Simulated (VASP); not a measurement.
Here is a VASP 6.6.1 calculation.

INCAR

```
  ALGO = Normal
  EDIFF = 1E-6
  ENCUT = 520
  GGA = PS
  ISIF = 2
  ISMEAR = 0
  LASPH = True
  LCHARG = False
  LREAL = False
  LWAVE = False
  NBANDS = 22
  NELM = 80
  PREC = Accurate
  SIGMA = 0.1
```

The input KPOINTS:

```
k-points
0
Gamma
  6 6 2
```

File POSCAR:

```
Cl
1.0
    3.1450000000     -2.2500000000      0.0000000000
    3.1450000000      2.2500000000      0.0000000000
    0.0000000000      0.0000000000      8.2100000000
Cl
4
Direct
    0.8700000000      0.1300000000      0.1000000000
    0.6300000000      0.3700000000      0.6000000000
    0.1300000000      0.8700000000      0.9000000000
    0.3700000000      0.6300000000      0.4000000000
```

Potentials or basis: VASP PAW PBE potentials, release 64 (Cl).

The run is started by

```bash
$ cat potpaw_PBE.64/Cl/POTCAR > POTCAR
$ mpirun -np 1 vasp_std > vasp.out
```

(1) What does it give for the pressure?

(2) What does it give for the band gap on the k mesh?

(3) Estimate the largest force.

## Answers

(1) -1.2 GPa.

(2) 2.48 eV (least direct gap 2.54 eV).

(3) 0.308 eV/Å.

Caveat: this functional lacks dispersion, which holds the molecules together, so the pressure and a relaxed volume are unreliable; the PAW data sets were made with another functional, which shifts forces and pressure a little.
